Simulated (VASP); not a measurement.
**PtS2: single point with PBE+D3(BJ)**

The system is PtS2, a slab with vacuum.

```
CELL_PARAMETERS angstrom
3.54153 0.00000 0.00000
-1.77076 3.06705 0.00000
0.00000 0.00000 22.46706
ATOMIC_POSITIONS crystal
S 0.66667 0.33333 0.20029
S 0.33333 0.66667 0.31083
S 0.83333 0.66667 0.45371
S 0.50000 0.00000 0.56425
Pt 0.00000 0.00000 0.25556
Pt 0.16667 0.33333 0.50898
```

This cell differs from its parent crystal: layers slid over each other.

| Property | Result |
| --- | --- |
| Program | VASP 6.6.1 |
| Task | single point |
| Functional | PBE |
| Dispersion | D3(BJ) |
| Potentials or basis | VASP PAW PBE potentials, release 64 (S, Pt) |
| Cutoff | 520 eV |
| k mesh | 9 × 9 × 1 |
| Occupations | gaussian, width 0.05 eV |
| Spin | no spin polarisation |
| Dipole correction | yes |
| Further INCAR settings | ALGO = Normal; EDIFF = 1e-07; NBANDS = 31 |

```
Largest force              : 0.093 eV/Å
Band gap on the k mesh     : 1.34 eV (least direct gap 1.45 eV)
Dispersion energy per atom : -0.322 eV
```

Forces on the atoms (eV/Å):
```
S    0.000  0.007  0.034
S    0.000  0.020 -0.022
S    0.000 -0.020  0.022
S    0.000 -0.007 -0.034
Pt   0.000 -0.021  0.090
Pt   0.000  0.021 -0.090
```

Levels at points of the mesh, in eV from the valence-band top:
```tsv
k point	band 20	band 21	band 22	band 23	band 24	band 25
(0.00, 0.00, 0.00)	-0.56	-0.53	-0.45	2.83	2.88	2.93
```

Wall time 2.4 min on 1 thread of AMD EPYC 9R45 96-Core Processor (Zen 5), on a shared host, peak memory 0.42 GiB.

Caveat: the cell differs from its parent crystal (layers slid over each other); spin-orbit coupling is left out, which moves the levels of the heavy elements.
